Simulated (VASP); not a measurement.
# Re (Fm-3m) in VASP: notebook

Re is run at these levels: RPBE; tasks: single point.

All numbers are computed with VASP 6.6.1; they aren't measurements. Logs are shortened: lines on timing, memory, paths and dates and some standing lists are left out, and cuts for length are marked.

**1. The cell of the first run**

It takes space group Fm-3m (No. 225, cubic). The conventional cell has a = 3.822 Å, b = 3.822 Å, c = 3.822 Å, α = 90.00°, β = 90.00°, γ = 90.00°. Within 3.6 Å of Re (site symmetry m-3m) lie 12 Re at 2.70 Å.

This isn't the form of Re at room conditions, which is hcp.

**2. Single point, RPBE (13.95 Å³/atom)**

Input file INCAR:

```
ALGO = Normal
EDIFF = 1E-6
ENCUT = 520
GGA = RP
ISIF = 2
ISMEAR = -1
LASPH = True
LCHARG = False
LREAL = False
LWAVE = False
NBANDS = 10
NELM = 80
PREC = Accurate
SIGMA = 0.1
```

Input file KPOINTS:

```
k-points
0
Gamma
  15 15 15
```

Input file POSCAR:

```
Re
1.0
    0.0000000000      1.9108294700      1.9108294700
    1.9108294700      0.0000000000      1.9108294700
    1.9108294700      1.9108294700      0.0000000000
Re
1
Direct
    0.0000000000      0.0000000000      0.0000000000
```

Potentials or basis: VASP PAW PBE potentials, release 64 (Re).

Started as:

```
$ cat potpaw_PBE.64/Re/POTCAR > POTCAR
$ mpirun -np 1 vasp_std > vasp.out
```

OUTCAR:

```text
EDIFF = 1E-6
   ENCUT = 520
   GGA = RP
   ISIF = 2
   ISMEAR = -1
   LASPH = True
   LREAL = False
   NELM = 80
   PREC = Accurate

 ion  position               nearest neighbor table
   1  0.000  0.000  0.000-

  LATTYP: Found a face centered cubic cell.
 ALAT       =     3.8216589400

  Lattice vectors:

 A1 = (   0.0000000000,   1.9108294700,   1.9108294700)
 A2 = (   1.9108294700,   0.0000000000,   1.9108294700)
 A3 = (   1.9108294700,   1.9108294700,   0.0000000000)

Analysis of symmetry for initial positions (statically):
=====================================================================
 Subroutine PRICEL returns:
 Original cell was already a primitive cell.

 Routine SETGRP: Setting up the symmetry group for a
 face centered cubic supercell.

 Subroutine GETGRP returns: Found 48 space group operations
 (whereof 48 operations were pure point group operations)
 out of a pool of 48 trial point group operations.

The static configuration has the point symmetry O_h .

Analysis of symmetry for dynamics (positions and initial velocities):
=====================================================================
 Subroutine PRICEL returns:
 Original cell was already a primitive cell.

 Routine SETGRP: Setting up the symmetry group for a
 face centered cubic supercell.

 Subroutine GETGRP returns: Found 48 space group operations
 (whereof 48 operations were pure point group operations)
 out of a pool of 48 trial point group operations.

The dynamic configuration has the point symmetry O_h .

 Subroutine INISYM returns: Found 48 space group operations
 (whereof 48 operations are pure point group operations),
 and found     1 'primitive' translations

----------------------------------------------------------------------------------------

                                     Primitive cell

  volume of cell :      13.9539

  direct lattice vectors                    reciprocal lattice vectors
     0.000000000  1.910829470  1.910829470    -0.261666469  0.261666469  0.261666469
     1.910829470  0.000000000  1.910829470     0.261666469 -0.261666469  0.261666469
     1.910829470  1.910829470  0.000000000     0.261666469  0.261666469 -0.261666469

  length of vectors
     2.702320952  2.702320952  2.702320952     0.453219619  0.453219619  0.453219619

  position of ions in fractional coordinates (direct lattice)
     0.000000000  0.000000000  0.000000000

  ion indices of the primitive-cell ions
   primitive index   ion index
                 1           1

----------------------------------------------------------------------------------------

 KPOINTS: k-points

Automatic generation of k-mesh.
 Grid dimensions read from file:
 generate k-points for:   15   15   15

 Generating k-lattice:

  Cartesian coordinates                     Fractional coordinates (reciprocal lattice)
    -0.017444431  0.017444431  0.017444431     0.066666667  0.000000000  0.000000000
     0.017444431 -0.017444431  0.017444431     0.000000000  0.066666667  0.000000000
     0.017444431  0.017444431 -0.017444431     0.000000000  0.000000000  0.066666667

  Length of vectors
     0.030214641  0.030214641  0.030214641

  Shift w.r.t. Gamma in fractional coordinates (k-lattice)
     0.000000000  0.000000000  0.000000000

 Subroutine IBZKPT returns following result:
 ===========================================

 Found    120 irreducible k-points:

 Following reciprocal coordinates:
            Coordinates               Weight
  0.000000  0.000000  0.000000      1.000000
  0.066667  0.000000  0.000000      8.000000
  0.133333  0.000000  0.000000      8.000000
  0.200000  0.000000  0.000000      8.000000
  0.266667  0.000000  0.000000      8.000000
  0.333333  0.000000  0.000000      8.000000
[... 16 lines left out ...]
  0.133333  0.133333  0.000000      6.000000
  0.200000  0.133333  0.000000     24.000000
 [... further k-points ...]
   k-points           NKPTS =    120   k-points in BZ     NKDIM =    120   number of bands    NBANDS=     10
   number of dos      NEDOS =    301   number of ions     NIONS =      1
   total plane-waves  NPLWV =   8000
   dimension x,y,z NGX =    20 NGY =   20 NGZ =   20
   dimension x,y,z NGXF=    40 NGYF=   40 NGZF=   40
   ions per type =               1
   NGX,Y,Z   is equivalent  to a cutoff of  12.30, 12.30, 12.30 a.u.
   NGXF,Y,Z  is equivalent  to a cutoff of  24.61, 24.61, 24.61 a.u.
 SYSTEM =  unknown system
   PREC   = accura    normal or accurate (medium, high low for compatibility)
   ISTART =      0    job   : 0-new  1-cont  2-samecut
   ICHARG =      2    charge: 1-file 2-atom 10-const
   ISPIN  =      1    spin polarized calculation?
   LNONCOLLINEAR =      F non collinear calculations
   LSORBIT =      F    spin-orbit coupling
   LASPH  =      T    aspherical Exc in radial PAW
   ENCUT  =  520.0 eV  38.22 Ry    6.18 a.u.   5.02  5.02  5.02*2*pi/ulx,y,z
   NELM   =     80;   NELMIN=  2; NELMDL= -5     # of ELM steps
   EDIFF  = 0.1E-05   stopping-criterion for ELM
   LREAL  =      F    real-space projection
   EDIFFG = 0.1E-04   stopping-criterion for IOM
   NSW    =      0    number of steps for IOM
   IBRION =     -1    ionic relax: 0-MD 1-quasi-New 2-CG
   NFREE  =      0    steps in history (QN), initial steepest desc. (CG)
   ISIF   =      2    stress and relaxation
   ISYM   =      2    0-nonsym 1-usesym 2-fastsym
   POTIM  = 0.5000    time-step for ionic-motion
   TEBEG  =    0.0;   TEEND  =   0.0 temperature during run
   PSTRESS=    0.0 pullay stress
   NELECT =       7.0000    total number of electrons
   NUPDOWN=      -1.0000    fix difference up-down
   EMIN   =  10.00;   EMAX   =-10.00  energy-range for DOS
   EFERMI =   0.00;   METHOD = LEGACY
   ISMEAR =    -1;   SIGMA  =   0.10  broadening in eV -4-tet -1-fermi 0-gaus
   EFERMI_NEDOS =   21; number of points for ismear=-14 and -15
   IALGO  =     38    algorithm
   IMIX   =      4    mixing-type and parameters
     AMIX     =   0.40;   BMIX     =  1.00
     AMIX_MAG =   1.60;   BMIX_MAG =  1.00
  volume/ion in A,a.u.               =      13.95        94.17
  Fermi-wavevector in a.u.,A,eV,Ry     =   1.300795  2.458146 23.021984  1.692068
  Thomas-Fermi vector in A             =   2.431971
   LORBIT       =      0    0 simple, 1 ext, 2 COOP (PROOUT), +10 PAW based schemes
   GGA     = RP    functional components
   LHFCALC =     F    Hartree Fock is set to
   AEXX    =    0.0000 exact exchange contribution
   IVDW    =     0    specifies the selected vdW correction
   LEPSILON=     F    determine dielectric tensor
   LRPA    =     F    only Hartree local field effects (RPA)
 non-spin polarized calculation
  energy-cutoff  :      520.00
  volume of cell :       13.95
 maximum number of plane-waves:       384
   NGX =  9   NGY =  9   NGZ =  9

 number of electron       7.0000000 magnetization

 Free energy of the ion-electron system (eV)
  ---------------------------------------------------
  ext. energy  EPLUGINS =         0.00000000
  ---------------------------------------------------
  free energy    TOTEN  =       -11.65139466 eV

  energy without entropy =      -11.62532335  energy(sigma->0) =      -11.63835900

 E-fermi :   8.8970     XC(G=0): -14.0023

 val. band max:        8.8525877836   @ k =   0.2667   0.2000   0.0000
 cond. band min:       8.9024722483   @ k =   0.3333   0.2000   0.0000
 fundamental gap:      0.0498844648
 Fermi energy:         8.8969804618

 k-point     1 :       0.0000    0.0000    0.0000
  band No.  band energies     occupation
      1      -1.5910      2.00000
      2       6.8474      2.00000
      3       6.8474      2.00000
      4       6.8474      2.00000
      5      10.3062      0.00000
      6      10.3062      0.00000
      7      22.8156      0.00000
      8      28.8006      0.00000
      9      28.8006      0.00000
     10      28.8006      0.00000

 k-point     2 :       0.0667    0.0000    0.0000
  band No.  band energies     occupation
      1      -1.3710      2.00000
      2       6.6938      2.00000
      3       6.9513      2.00000
      4       6.9513      2.00000
      5      10.2180      0.00000
      6      10.2180      0.00000
      7      23.2490      0.00000
      8      27.7426      0.00000
      9      29.2084      0.00000
     10      29.2084      0.00000

 k-point     3 :       0.1333    0.0000    0.0000
  band No.  band energies     occupation
      1      -0.7499      2.00000
      2       6.3306      2.00000
      3       7.2013      2.00000
      4       7.2013      2.00000
      5      10.0533      0.00002
      6      10.0533      0.00002
      7      24.3206      0.00000
      8      26.1188      0.00000
      9      30.3768      0.00000
     10      30.3768      0.00000

 k-point     4 :       0.2000    0.0000    0.0000
  band No.  band energies     occupation
      1       0.1364      2.00000
      2       6.0049      2.00000
      3       7.3890      2.00000
      4       7.3890      2.00000
      5      10.0983      0.00001
      6      10.0983      0.00001
      7      23.9890      0.00000
      8      26.4138      0.00000
      9      32.1678      0.00000
     10      32.1678      0.00000

 k-point     5 :       0.2667    0.0000    0.0000
  band No.  band energies     occupation
      1       1.0033      2.00000
      2       6.0633      2.00000
      3       7.3035      2.00000
      4       7.3035      2.00000
      5      10.6161      0.00000
      6      10.6162      0.00000
      7      22.6693      0.00000
      8      27.2007      0.00000
      9      33.9842      0.00000
     10      34.3481      0.00000

 k-point     6 :       0.3333    0.0000    0.0000
  band No.  band energies     occupation
      1       1.5084      2.00000
      2       6.8069      2.00000
      3       7.0387      2.00000
      4       7.0387      2.00000
      5      11.4890      0.00000
      6      11.4890      0.00000
      7      21.5382      0.00000
      8      25.7838      0.00000
      9      33.2400      0.00000
     10      33.2404      0.00000
[... 183 lines left out ...]
 k-point    21 :      -0.1333    0.0667    0.0000
  band No.  band energies     occupation
      1      -0.2918      2.00000
      2       6.0423      2.00000
      3       7.3773      2.00000
      4       7.3962      2.00000
      5       9.5319      0.00349
      6      10.4561      0.00000
      7      24.9527      0.00000
      8      25.8367      0.00000
      9      30.0313      0.00000
     10      31.8319      0.00000

 k-point    22 :      -0.0667    0.0667    0.0000
  band No.  band energies     occupation
      1      -1.0153      2.00000
      2       6.4320      2.00000
      3       7.0975      2.00000
      4       7.1599      2.00000
      5       9.8733      0.00012
      6      10.3253      0.00000
      7      23.9288      0.00000
      8      26.9044      0.00000
      9      29.1969      0.00000
     10      30.1883      0.00000

 k-point    23 :       0.1333    0.1333    0.0000
  band No.  band energies     occupation
      1      -0.4629      2.00000
      2       5.8554      2.00000
      3       7.5680      2.00000
      4       7.5680      2.00000
      5       9.0737      0.29186
      6      10.6917      0.00000
      7      25.0127      0.00000
      8      27.2658      0.00000
      9      29.4641      0.00000
     10      29.4641      0.00000

 k-point    24 :       0.2000    0.1333    0.0000
  band No.  band energies     occupation
      1       0.2236      2.00000
      2       5.4367      2.00000
      3       7.7589      1.99998
      4       7.9199      1.99989
      5       8.8208      1.36340
      6      10.8915      0.00000
      7      26.0731      0.00000
      8      26.5498      0.00000
      9      29.9734      0.00000
     10      30.5012      0.00000

 [... further k-points ...]

------------------------ aborting loop because EDIFF is reached ----------------------------------------

  FORCE on cell =-STRESS in cart. coord.  units (eV):
  Direction    XX          YY          ZZ          XY          YZ          ZX
  --------------------------------------------------------------------------------------
  -------------------------------------------------------------------------------------
  Total        3.0551993      3.0551993      3.0551993      0.0000000      0.0000000      0.0000000
  in kB      350.7957621    350.7957621    350.7957621      0.0000000      0.0000000      0.0000000
  external PRESSURE =     350.7957621 kB  Pullay stress =       0.0000000 kB

 VOLUME and BASIS-vectors are now :
 -----------------------------------------------------------------------------
  energy-cutoff  :      520.00
  volume of cell :       13.95
      direct lattice vectors                 reciprocal lattice vectors
     0.000000000  1.910829470  1.910829470    -0.261666469  0.261666469  0.261666469
     1.910829470  0.000000000  1.910829470     0.261666469 -0.261666469  0.261666469
     1.910829470  1.910829470  0.000000000     0.261666469  0.261666469 -0.261666469

 POSITION                                       TOTAL-FORCE (eV/Angst)
 -----------------------------------------------------------------------------------
      0.00000      0.00000      0.00000         0.000000      0.000000      0.000000
 -----------------------------------------------------------------------------------
    total drift:                                0.000000      0.000000     -0.000000

  FREE ENERGIE OF THE ION-ELECTRON SYSTEM (eV)
  ---------------------------------------------------
  free  energy   TOTEN  =       -11.6513946590 eV

  energy  without entropy=      -11.6253233471  energy(sigma->0) =      -11.63835900
```

It took 27 s on 1 thread of Intel Xeon 8259CL, shared host; peak memory 0.14 GiB.

What came out:

```
Free energy            : -11.6514 eV
Pressure               : 35.1 GPa
Band gap on the k mesh : zero (an odd number of electrons rules out a gap without spin polarisation)
```

Levels at points of the mesh, in eV from the Fermi level:
```
           k point  band 1  band 2  band 3  band 4  band 5  band 6  band 7  band 8  band 9
(0.00, 0.00, 0.00)  -10.49   -2.05   -2.05   -2.05    1.41    1.41   13.92   19.90   19.90
```

Caveat: the cell stands under pressure; the PAW data sets were made with another functional, which shifts forces and pressure a little; spin-orbit coupling is left out, which moves the levels of the heavy elements.

**3. Single point, RPBE (14.56 Å³/atom)**

This run uses another cell than the first one, of 14.56 Å³/atom.

Input file INCAR:

```
ALGO = Normal
EDIFF = 1E-7
ENCUT = 520
GGA = RP
ISIF = 2
ISMEAR = -1
LASPH = T
LCHARG = F
LREAL = F
LWAVE = F
NBANDS = 10
NELM = 100
PREC = Accurate
SIGMA = 0.1
```

KPOINTS is that of step 2.

Input file POSCAR:

```
Re
1.0
    0.0000000000      1.9381307224      1.9381307224
    1.9381307224      0.0000000000      1.9381307224
    1.9381307224      1.9381307224      0.0000000000
Re
1
Direct
    0.0000000000      0.0000000000      0.0000000000
```

Potentials or basis: VASP PAW PBE potentials, release 64 (Re).

Started as:

```
$ cat potpaw_PBE.64/Re/POTCAR > POTCAR
$ mpirun -np 1 vasp_std > vasp.out
```

OUTCAR:

```text
EDIFF = 1E-7
   ENCUT = 520
   GGA = RP
   ISIF = 2
   ISMEAR = -1
   LASPH = T
   LREAL = F
   NELM = 100
   PREC = Accurate

 ion  position               nearest neighbor table
   1  0.000  0.000  0.000-

  LATTYP: Found a face centered cubic cell.
 ALAT       =     3.8762614448

  Lattice vectors:

 A1 = (   0.0000000000,   1.9381307224,   1.9381307224)
 A2 = (   1.9381307224,   0.0000000000,   1.9381307224)
 A3 = (   1.9381307224,   1.9381307224,   0.0000000000)

Analysis of symmetry for initial positions (statically):
=====================================================================
 Subroutine PRICEL returns:
 Original cell was already a primitive cell.

 Routine SETGRP: Setting up the symmetry group for a
 face centered cubic supercell.

 Subroutine GETGRP returns: Found 48 space group operations
 (whereof 48 operations were pure point group operations)
 out of a pool of 48 trial point group operations.

The static configuration has the point symmetry O_h .

Analysis of symmetry for dynamics (positions and initial velocities):
=====================================================================
[... 164 lines left out ...]
      1      -1.8365      2.00000
      2       6.4229      2.00000
      3       6.4229      2.00000
      4       6.4229      2.00000
      5       9.6658      0.00000
      6       9.6658      0.00000
      7      22.2383      0.00000
      8      27.9741      0.00000
      9      27.9741      0.00000
     10      27.9741      0.00000
[... 287 lines left out ...]
 k-point    24 :       0.2000    0.1333    0.0000
  band No.  band energies     occupation
      1      -0.1022      2.00000
      2       5.0996      2.00000
      3       7.2844      1.99995
      4       7.4309      1.99979
      5       8.2868      1.28876
      6      10.2173      0.00000
      7      25.3101      0.00000
      8      25.7127      0.00000
      9      28.9712      0.00000
     10      29.4804      0.00000

 [... further k-points ...]

------------------------ aborting loop because EDIFF is reached ----------------------------------------

  FORCE on cell =-STRESS in cart. coord.  units (eV):
  Direction    XX          YY          ZZ          XY          YZ          ZX
  --------------------------------------------------------------------------------------
  -------------------------------------------------------------------------------------
  Total        1.3832119      1.3832119      1.3832119     -0.0000000     -0.0000000      0.0000000
  in kB      152.2019081    152.2019081    152.2019081     -0.0000000     -0.0000000      0.0000000
  external PRESSURE =     152.2019081 kB  Pullay stress =       0.0000000 kB

 VOLUME and BASIS-vectors are now :
 -----------------------------------------------------------------------------
  energy-cutoff  :      520.00
  volume of cell :       14.56
      direct lattice vectors                 reciprocal lattice vectors
     0.000000000  1.938130722  1.938130722    -0.257980535  0.257980535  0.257980535
     1.938130722  0.000000000  1.938130722     0.257980535 -0.257980535  0.257980535
     1.938130722  1.938130722  0.000000000     0.257980535  0.257980535 -0.257980535

 POSITION                                       TOTAL-FORCE (eV/Angst)
 -----------------------------------------------------------------------------------
      0.00000      0.00000      0.00000         0.000000      0.000000      0.000000
 -----------------------------------------------------------------------------------
    total drift:                                0.000000      0.000000     -0.000000

  FREE ENERGIE OF THE ION-ELECTRON SYSTEM (eV)
  ---------------------------------------------------
  free  energy   TOTEN  =       -11.7457461790 eV

  energy  without entropy=      -11.7186270523  energy(sigma->0) =      -11.73218662
```

OSZICAR:

```text
N       E                     dE             d eps       ncg     rms          rms(c)
DAV:   1     0.594919410862E+01    0.59492E+01   -0.35225E+03  3760   0.788E+02
DAV:   2    -0.120252953513E+02   -0.17974E+02   -0.16517E+02  3718   0.160E+02
DAV:   3    -0.123916139180E+02   -0.36632E+00   -0.35473E+00  3954   0.402E+01
DAV:   4    -0.123934127147E+02   -0.17988E-02   -0.17973E-02  3976   0.122E+00
DAV:   5    -0.123934154345E+02   -0.27198E-05   -0.27196E-05  3552   0.249E-02    0.283E+01
DAV:   6    -0.119307214485E+02    0.46269E+00   -0.34392E-01  3772   0.152E+01    0.122E+01
DAV:   7    -0.117511690916E+02    0.17955E+00   -0.31508E-01  3830   0.141E+01    0.807E-01
DAV:   8    -0.117461119306E+02    0.50572E-02   -0.24853E-03  3444   0.390E-01    0.993E-02
DAV:   9    -0.117457365309E+02    0.37540E-03   -0.41373E-04  3752   0.261E-01    0.206E-02
DAV:  10    -0.117457456122E+02   -0.90813E-05   -0.20152E-05  3188   0.498E-02    0.379E-03
DAV:  11    -0.117457462335E+02   -0.62130E-06   -0.56635E-07  3320   0.134E-02    0.174E-03
DAV:  12    -0.117457461790E+02    0.54473E-07   -0.70186E-08  1988   0.834E-03
   1 F= -.11745746E+02 E0= -.11732187E+02  d E =-.271191E-01
```

Run time: 27 s. Hardware: 1 thread of Intel Xeon 8259CL, shared host; peak memory 0.14 GiB.

Results:

- Free energy: -11.7457 eV
- Pressure: 15.2 GPa
- Band gap on the k mesh: zero (an odd number of electrons rules out a gap without spin polarisation)

Caveat: the cell stands under pressure; the PAW data sets were made with another functional, which shifts forces and pressure a little; spin-orbit coupling is left out, which moves the levels of the heavy elements.

(Part 1 of 2 ends here.)
